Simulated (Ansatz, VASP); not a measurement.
# KCl in VASP and in Ansatz

Contents of INCAR:

```
SYSTEM = KCl
  ALGO = Normal
  EDIFF = 1E-7
  ENCUT = 520
  GGA = CA
  ISIF = 2
  ISMEAR = -1
  LASPH = .True.
  LCHARG = .True.
  LELF = .True.
  LREAL = .False.
  LVHAR = .True.
  LWAVE = .False.
  NBANDS = 15
  NELM = 80
  PREC = Accurate
  SIGMA = 0.05
```

KPOINTS

```
k-points
0
Gamma
  7 7 7
  0 0 0
```

POSCAR

```
KCl
1.0
    3.8134288075      0.0000000000      0.0000000000
    0.0000000000      3.8134288075      0.0000000000
    0.0000000000      0.0000000000      3.8134288075
K Cl
1 1
Direct
    0.0000000000      0.0000000000      0.0000000000
    0.5000000000      0.5000000000      0.5000000000
```

The input input.yaml:

```yaml
crystal:
  lattice:
    - [3.8134288075, 0.0, 0.0]
    - [0.0, 3.8134288075, 0.0]
    - [0.0, 0.0, 3.8134288075]
  atoms:
    - { symbol: K, position: [0.0, 0.0, 0.0] }
    - { symbol: Cl, position: [0.5, 0.5, 0.5] }
kpoints:
  mp_grid: { grid: [7, 7, 7] }
scf:
  occupations: { method: fermi_dirac, width: 0.05 }
hamiltonian:
  xc: lda
  pseudopotentials: { kind: all_electron, lapw: { basis_error: 0.001 } }
output:
  forces: true
  stress: true
  eigenvalues: true
```

Change from the starting cell: volume scaled by 0.98.

Alike in both runs: task single point; functional LDA; k mesh 7 × 7 × 7; occupations fermi-dirac, width 0.05 eV; no spin polarisation.

|  | VASP | Ansatz |
| --- | --- | --- |
| version | VASP 6.6.1 | Ansatz 0.2.0 |
| potentials or method | VASP PAW LDA potentials, release 64 (K_sv, Cl), cutoff 520 eV | all-electron LAPW, scalar-relativistic |

|  | VASP | Ansatz | Ansatz less VASP |
| --- | --- | --- | --- |
| gap on the k mesh at the Fermi level (eV) | 4.47 | 4.47 | -0.005 |
| least direct gap on the mesh (eV) | 4.67 | 4.66 | -0.006 |
| pressure (GPa) | -2.9 | -2.9 | -0.02 |

LDA's correlation is that of Perdew and Zunger in VASP and of Perdew and Wang (1992) in Ansatz. Ansatz ran all-electron here, and VASP with PAW potentials.
